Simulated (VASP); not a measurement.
# KPt (P-6m2) in VASP: a series of runs

Runs on KPt. Level: PBE. Tasks: single point.

Everything below comes from runs of VASP 6.6.1. Logs are shortened: lines on timing, memory, paths and dates and some standing lists are left out, and cuts for length are marked.

### 1 The cell of the first run

The structure is hexagonal, space group P-6m2 (No. 187). The conventional cell has a = 3.001 Å, b = 3.001 Å, c = 5.346 Å, α = 90.00°, β = 90.00°, γ = 120.00°. Within 4.0 Å of Pt (site symmetry -6m2) lie 6 Pt at 3.00 Å and 6 K at 3.19 Å. Within 4.0 Å of K (site symmetry -6m2) lie 6 K at 3.00 Å and 6 Pt at 3.19 Å.

### 2 Single point, PBE

INCAR

```
PREC = Accurate
ENCUT = 520
EDIFF = 1E-6
ISMEAR = 0
SIGMA = 0.05
LREAL = F
LASPH = T
NELM = 100
ALGO = Fast
ISIF = 2
LWAVE = F
LCHARG = F
GGA = PE
NBANDS = 16
```

KPOINTS

```
regular mesh
0
Gamma
  11 11 6
```

POSCAR

```
KPt
1.0
    3.0008472788      0.0000000000      0.0000000000
   -1.5004236394      2.5988099763      0.0000000000
    0.0000000000      0.0000000000      5.3455780000
Pt K
1 1
Direct
    0.6666666667      0.3333333333      0.0000000000
    0.0000000000      0.0000000000      0.5000000000
```

Potentials or basis: VASP PAW PBE potentials, release 64 (Pt, K_sv).

The run is started by

```
> cat potpaw_PBE.64/Pt/POTCAR potpaw_PBE.64/K_sv/POTCAR > POTCAR
> mpirun -np 1 vasp_std > vasp.out
```

OUTCAR:

```text
PREC = Accurate
   ENCUT = 520
   EDIFF = 1E-6
   ISMEAR = 0
   LREAL = F
   LASPH = T
   NELM = 100
   ISIF = 2
   GGA = PE

 ion  position               nearest neighbor table
   1  0.667  0.333  0.000-   2 3.19   2 3.19   2 3.19   2 3.19   2 3.19   2 3.19
   2  0.000  0.000  0.500-   1 3.19   1 3.19   1 3.19   1 3.19   1 3.19   1 3.19

  LATTYP: Found a hexagonal cell.
 ALAT       =     3.0008472788
 C/A-ratio  =     1.7813562315

  Lattice vectors:

 A1 = (   3.0008472788,   0.0000000000,   0.0000000000)
 A2 = (  -1.5004236394,   2.5988099763,   0.0000000000)
 A3 = (   0.0000000000,   0.0000000000,   5.3455780000)

Analysis of symmetry for initial positions (statically):
=====================================================================
 Subroutine PRICEL returns:
 Original cell was already a primitive cell.

 Routine SETGRP: Setting up the symmetry group for a
 hexagonal supercell.

 Subroutine GETGRP returns: Found 12 space group operations
 (whereof 12 operations were pure point group operations)
 out of a pool of 24 trial point group operations.

The static configuration has the point symmetry D_3h.

Analysis of symmetry for dynamics (positions and initial velocities):
=====================================================================
 Subroutine PRICEL returns:
 Original cell was already a primitive cell.

 Routine SETGRP: Setting up the symmetry group for a
 hexagonal supercell.

 Subroutine GETGRP returns: Found 12 space group operations
 (whereof 12 operations were pure point group operations)
 out of a pool of 24 trial point group operations.

The dynamic configuration has the point symmetry D_3h.

 Subroutine INISYM returns: Found 12 space group operations
 (whereof 12 operations are pure point group operations),
 and found     1 'primitive' translations

----------------------------------------------------------------------------------------

                                     Primitive cell

  volume of cell :      41.6882

  direct lattice vectors                    reciprocal lattice vectors
     3.000847279  0.000000000  0.000000000     0.333239218  0.192395752  0.000000000
    -1.500423639  2.598809976  0.000000000     0.000000000  0.384791504  0.000000000
     0.000000000  0.000000000  5.345578000     0.000000000  0.000000000  0.187070509

[... 81 lines left out ...]
   ENCUT  =  520.0 eV  38.22 Ry    6.18 a.u.   5.58  5.58  9.94*2*pi/ulx,y,z
   NELM   =    100;   NELMIN=  2; NELMDL= -5     # of ELM steps
   EDIFF  = 0.1E-05   stopping-criterion for ELM
   LREAL  =      F    real-space projection
   EDIFFG = 0.1E-04   stopping-criterion for IOM
   NSW    =      0    number of steps for IOM
   IBRION =     -1    ionic relax: 0-MD 1-quasi-New 2-CG
   NFREE  =      0    steps in history (QN), initial steepest desc. (CG)
   ISIF   =      2    stress and relaxation
   ISYM   =      2    0-nonsym 1-usesym 2-fastsym
   POTIM  = 0.5000    time-step for ionic-motion
   TEBEG  =    0.0;   TEEND  =   0.0 temperature during run
   PSTRESS=    0.0 pullay stress
   NELECT =      19.0000    total number of electrons
   NUPDOWN=      -1.0000    fix difference up-down
   EMIN   =  10.00;   EMAX   =-10.00  energy-range for DOS
   EFERMI =   0.00;   METHOD = LEGACY
   ISMEAR =     0;   SIGMA  =   0.05  broadening in eV -4-tet -1-fermi 0-gaus
   EFERMI_NEDOS =   21; number of points for ismear=-14 and -15
   IALGO  =     68    algorithm
   IMIX   =      4    mixing-type and parameters
     AMIX     =   0.40;   BMIX     =  1.00
     AMIX_MAG =   1.60;   BMIX_MAG =  1.00
  volume/ion in A,a.u.               =      20.84       140.66
  Fermi-wavevector in a.u.,A,eV,Ry     =   1.259858  2.380787 21.595748  1.587243
  Thomas-Fermi vector in A             =   2.393397
   LORBIT       =      0    0 simple, 1 ext, 2 COOP (PROOUT), +10 PAW based schemes
   GGA     = PE    functional components
   LHFCALC =     F    Hartree Fock is set to
   AEXX    =    0.0000 exact exchange contribution
   IVDW    =     0    specifies the selected vdW correction
   LEPSILON=     F    determine dielectric tensor
   LRPA    =     F    only Hartree local field effects (RPA)
 non-spin polarized calculation
 RMM-DIIS sequential band-by-band and
 Gauss-broadening in eV      SIGMA  =   0.05
  energy-cutoff  :      520.00
  volume of cell :       41.69
 maximum number of plane-waves:      1147
 NGX is ok and might be reduce to    24
   NGX = 11   NGY = 11   NGZ = 19

 number of electron      19.0000002 magnetization

 Free energy of the ion-electron system (eV)
  ---------------------------------------------------
  ext. energy  EPLUGINS =         0.00000000
  ---------------------------------------------------
  free energy    TOTEN  =        -6.60379865 eV

  energy without entropy =       -6.60244260  energy(sigma->0) =       -6.60312063

 E-fermi :   5.5064     XC(G=0): -10.6134

 val. band max:        5.4369450309   @ k =   0.0909  -0.0000   0.3333
 cond. band min:       5.5199077971   @ k =   0.4545   0.0000   0.5000
 fundamental gap:      0.0829627662
 Fermi energy:         5.5064334601

 k-point     1 :       0.0000    0.0000    0.0000
  band No.  band energies     occupation
      1     -26.8504      2.00000
      2     -10.1085      2.00000
      3      -9.2196      2.00000
      4      -9.2196      2.00000
      5      -0.9156      2.00000
      6       2.1920      2.00000
[... 433 lines left out ...]
      3      -9.9005      2.00000
      4      -9.4993      2.00000
      5       0.7843      2.00000
      6       2.6189      2.00000
[... 8 lines left out ...]
     15      13.3368      0.00000
     16      13.9074      0.00000

 [... further k-points ...]

------------------------ aborting loop because EDIFF is reached ----------------------------------------

  FORCE on cell =-STRESS in cart. coord.  units (eV):
  Direction    XX          YY          ZZ          XY          YZ          ZX
  --------------------------------------------------------------------------------------
  -------------------------------------------------------------------------------------
  Total        0.0866490      0.0866490      0.2930169      0.0000000      0.0000000      0.0000000
  in kB        3.3301286      3.3301286     11.2613434      0.0000000      0.0000000      0.0000000
  external PRESSURE =       5.9738668 kB  Pullay stress =       0.0000000 kB

 VOLUME and BASIS-vectors are now :
 -----------------------------------------------------------------------------
  energy-cutoff  :      520.00
  volume of cell :       41.69
      direct lattice vectors                 reciprocal lattice vectors
     3.000847279  0.000000000  0.000000000     0.333239218  0.192395752  0.000000000
    -1.500423639  2.598809976  0.000000000     0.000000000  0.384791504  0.000000000
     0.000000000  0.000000000  5.345578000     0.000000000  0.000000000  0.187070509

 POSITION                                       TOTAL-FORCE (eV/Angst)
 -----------------------------------------------------------------------------------
      1.50042      0.86627      0.00000        -0.000000      0.000000      0.000000
      0.00000      0.00000      2.67279         0.000000      0.000000      0.000000
 -----------------------------------------------------------------------------------
    total drift:                               -0.000000      0.000000      0.000000

  FREE ENERGIE OF THE ION-ELECTRON SYSTEM (eV)
  ---------------------------------------------------
  free  energy   TOTEN  =        -6.6037986458 eV

  energy  without entropy=       -6.6024426043  energy(sigma->0) =       -6.60312063
```

OSZICAR:

```text
N       E                     dE             d eps       ncg     rms          rms(c)
DAV:   1     0.114343148467E+03    0.11434E+03   -0.93331E+03  2056   0.110E+03
DAV:   2    -0.237281702653E+01   -0.11672E+03   -0.11027E+03  2616   0.288E+02
DAV:   3    -0.693391240923E+01   -0.45611E+01   -0.45346E+01  3480   0.450E+01
DAV:   4    -0.697088849205E+01   -0.36976E-01   -0.36854E-01  2464   0.352E+00
DAV:   5    -0.697156168430E+01   -0.67319E-03   -0.67318E-03  2992   0.385E-01    0.881E+00
RMM:   6    -0.669293354333E+01    0.27863E+00   -0.54513E-01  2051   0.478E+00    0.470E+00
RMM:   7    -0.661662104615E+01    0.76312E-01   -0.72263E-02  2346   0.159E+00    0.318E+00
RMM:   8    -0.660419273993E+01    0.12428E-01   -0.83884E-02  2570   0.195E+00    0.594E-01
RMM:   9    -0.660355823203E+01    0.63451E-03   -0.10768E-02  2657   0.717E-01    0.164E-01
RMM:  10    -0.660369334035E+01   -0.13511E-03   -0.20842E-03  3139   0.242E-01    0.926E-02
RMM:  11    -0.660376957767E+01   -0.76237E-04   -0.50153E-04  3231   0.116E-01    0.292E-02
RMM:  12    -0.660378514824E+01   -0.15571E-04   -0.18604E-04  3331   0.745E-02    0.152E-02
RMM:  13    -0.660379316741E+01   -0.80192E-05   -0.65270E-05  3263   0.368E-02    0.130E-02
RMM:  14    -0.660379829263E+01   -0.51252E-05   -0.28070E-05  3020   0.240E-02    0.220E-02
RMM:  15    -0.660379786872E+01    0.42391E-06   -0.11182E-05  2832   0.199E-02    0.866E-03
RMM:  16    -0.660379864578E+01   -0.77706E-06   -0.48227E-06  2387   0.113E-02
   1 F= -.66037986E+01 E0= -.66031206E+01  d E =-.135604E-02
```

stdout:

```text
POSCAR found type information on POSCAR PtK
 POSCAR found :  2 types and       2 ions
 scaLAPACK will be used
 LDA part: xc-table for (Slater+PW92), standard interpolation
 POSCAR, INCAR and KPOINTS ok, starting setup
 FFT: planning ... GRIDC
 FFT: planning ... GRID_SOFT
 FFT: planning ... GRID
 WAVECAR not read
 entering main loop
```

Wall time 30 s (1 thread of Intel Xeon Platinum 8375C at 2.90GHz (Ice Lake), shared host); peak memory 0.19 GiB.

Results:

```yaml
Free_energy: -6.6038 eV
Pressure: 0.6 GPa
```

Caveat: spin-orbit coupling is left out, which moves the levels of the heavy elements.

### 3 Single point, PBE

INCAR

```
SYSTEM = KPt
ALGO = Fast
EDIFF = 1E-7
ENCUT = 520
GGA = PE
ISIF = 2
ISMEAR = 0
LASPH = .TRUE.
LCHARG = .FALSE.
LREAL = .FALSE.
LWAVE = .FALSE.
NBANDS = 16
NELM = 80
PREC = Accurate
SIGMA = 0.05
```

KPOINTS

```
k-points
0
G
  14 14 7
  0 0 0
```

POSCAR is that of step 2.

Potentials or basis: VASP PAW PBE potentials, release 64 (Pt, K_sv).

The run is started by

```
> cat potpaw_PBE.64/Pt/POTCAR potpaw_PBE.64/K_sv/POTCAR > POTCAR
> mpirun -np 1 vasp_std > vasp.out
```

OUTCAR:

```text
SYSTEM = KPt
   EDIFF = 1E-7
   ENCUT = 520
   GGA = PE
   ISIF = 2
   ISMEAR = 0
   LASPH = .TRUE.
   LREAL = .FALSE.
   NELM = 80
   PREC = Accurate

 ion  position               nearest neighbor table
   1  0.667  0.333  0.000-   2 3.19   2 3.19   2 3.19   2 3.19   2 3.19   2 3.19
   2  0.000  0.000  0.500-   1 3.19   1 3.19   1 3.19   1 3.19   1 3.19   1 3.19

  LATTYP: Found a hexagonal cell.
 ALAT       =     3.0008472788
 C/A-ratio  =     1.7813562315

  Lattice vectors:

 A1 = (   3.0008472788,   0.0000000000,   0.0000000000)
 A2 = (  -1.5004236394,   2.5988099763,   0.0000000000)
 A3 = (   0.0000000000,   0.0000000000,   5.3455780000)

Analysis of symmetry for initial positions (statically):
=====================================================================
 Subroutine PRICEL returns:
 Original cell was already a primitive cell.

 Routine SETGRP: Setting up the symmetry group for a
 hexagonal supercell.

 Subroutine GETGRP returns: Found 12 space group operations
 (whereof 12 operations were pure point group operations)
 out of a pool of 24 trial point group operations.

The static configuration has the point symmetry D_3h.

Analysis of symmetry for dynamics (positions and initial velocities):
=====================================================================
 Subroutine PRICEL returns:
 Original cell was already a primitive cell.

 Routine SETGRP: Setting up the symmetry group for a
 hexagonal supercell.

 Subroutine GETGRP returns: Found 12 space group operations
 (whereof 12 operations were pure point group operations)
 out of a pool of 24 trial point group operations.

The dynamic configuration has the point symmetry D_3h.

 Subroutine INISYM returns: Found 12 space group operations
 (whereof 12 operations are pure point group operations),
 and found     1 'primitive' translations

----------------------------------------------------------------------------------------
[... 113 lines left out ...]
     AMIX_MAG =   1.60;   BMIX_MAG =  1.00
  volume/ion in A,a.u.               =      20.84       140.66
  Fermi-wavevector in a.u.,A,eV,Ry     =   1.259858  2.380787 21.595748  1.587243
  Thomas-Fermi vector in A             =   2.393397
   LORBIT       =      0    0 simple, 1 ext, 2 COOP (PROOUT), +10 PAW based schemes
   GGA     = PE    functional components
   LHFCALC =     F    Hartree Fock is set to
   AEXX    =    0.0000 exact exchange contribution
   IVDW    =     0    specifies the selected vdW correction
   LEPSILON=     F    determine dielectric tensor
   LRPA    =     F    only Hartree local field effects (RPA)
 non-spin polarized calculation
 RMM-DIIS sequential band-by-band and
 Gauss-broadening in eV      SIGMA  =   0.05
  energy-cutoff  :      520.00
  volume of cell :       41.69
 maximum number of plane-waves:      1148
 NGX is ok and might be reduce to    24
   NGX = 11   NGY = 11   NGZ = 19

 number of electron      19.0000002 magnetization

 Free energy of the ion-electron system (eV)
  ---------------------------------------------------
  ext. energy  EPLUGINS =         0.00000000
  ---------------------------------------------------
  free energy    TOTEN  =        -6.59683526 eV

  energy without entropy =       -6.59610792  energy(sigma->0) =       -6.59647159

 E-fermi :   5.5372     XC(G=0): -10.6151

 val. band max:        5.4132728055   @ k =   0.0714   0.0714   0.4286
 cond. band min:       5.5421957200   @ k =   0.0714   0.0000   0.2857
 fundamental gap:      0.1289229145
 Fermi energy:         5.5372007607

 k-point     1 :       0.0000    0.0000    0.0000
  band No.  band energies     occupation
      1     -26.8479      2.00000
      2     -10.1061      2.00000
      3      -9.2170      2.00000
      4      -9.2170      2.00000
      5      -0.9201      2.00000
      6       2.1805      2.00000
[... 433 lines left out ...]
      3     -10.6097      2.00000
      4      -9.5645      2.00000
      5       2.5655      2.00000
      6       2.5918      2.00000
[... 8 lines left out ...]
     15      11.8840      0.00000
     16      12.8225      0.00000

 [... further k-points ...]

------------------------ aborting loop because EDIFF is reached ----------------------------------------

  FORCE on cell =-STRESS in cart. coord.  units (eV):
  Direction    XX          YY          ZZ          XY          YZ          ZX
  --------------------------------------------------------------------------------------
  -------------------------------------------------------------------------------------
  Total        0.0098983      0.0098983      0.2358526      0.0000000      0.0000000      0.0000000
  in kB        0.3804148      0.3804148      9.0643828      0.0000000      0.0000000      0.0000000
  external PRESSURE =       3.2750708 kB  Pullay stress =       0.0000000 kB

 VOLUME and BASIS-vectors are now :
 -----------------------------------------------------------------------------
  energy-cutoff  :      520.00
  volume of cell :       41.69
      direct lattice vectors                 reciprocal lattice vectors
     3.000847279  0.000000000  0.000000000     0.333239218  0.192395752  0.000000000
    -1.500423639  2.598809976  0.000000000     0.000000000  0.384791504  0.000000000
     0.000000000  0.000000000  5.345578000     0.000000000  0.000000000  0.187070509

 POSITION                                       TOTAL-FORCE (eV/Angst)
 -----------------------------------------------------------------------------------
      1.50042      0.86627      0.00000         0.000000     -0.000000      0.000000
      0.00000      0.00000      2.67279        -0.000000      0.000000      0.000000
 -----------------------------------------------------------------------------------
    total drift:                               -0.000000      0.000000      0.000000

  FREE ENERGIE OF THE ION-ELECTRON SYSTEM (eV)
  ---------------------------------------------------
  free  energy   TOTEN  =        -6.5968352650 eV

  energy  without entropy=       -6.5961079215  energy(sigma->0) =       -6.59647159
```

OSZICAR:

```text
N       E                     dE             d eps       ncg     rms          rms(c)
DAV:   1     0.115837519823E+03    0.11584E+03   -0.92198E+03  3072   0.109E+03
DAV:   2    -0.232167821813E+01   -0.11816E+03   -0.11145E+03  3880   0.290E+02
DAV:   3    -0.693756908641E+01   -0.46159E+01   -0.45852E+01  5344   0.454E+01
[... 11 lines left out ...]
RMM:  15    -0.659683408311E+01   -0.14490E-05   -0.10753E-05  5243   0.146E-02    0.331E-03
RMM:  16    -0.659683471660E+01   -0.63350E-06   -0.45881E-06  4649   0.888E-03    0.408E-03
RMM:  17    -0.659683499392E+01   -0.27731E-06   -0.21932E-06  4245   0.628E-03    0.350E-03
RMM:  18    -0.659683516743E+01   -0.17352E-06   -0.10109E-06  3686   0.425E-03    0.298E-03
RMM:  19    -0.659683526497E+01   -0.97535E-07   -0.56200E-07  3277   0.322E-03
   1 F= -.65968353E+01 E0= -.65964716E+01  d E =-.727343E-03
```

Wall time 61 s (1 thread of Intel Xeon Platinum 8375C at 2.90GHz (Ice Lake), shared host); peak memory 0.21 GiB.

Results:

```yaml
Free_energy: -6.5968 eV
Pressure: 0.3 GPa
```

Caveat: spin-orbit coupling is left out, which moves the levels of the heavy elements.
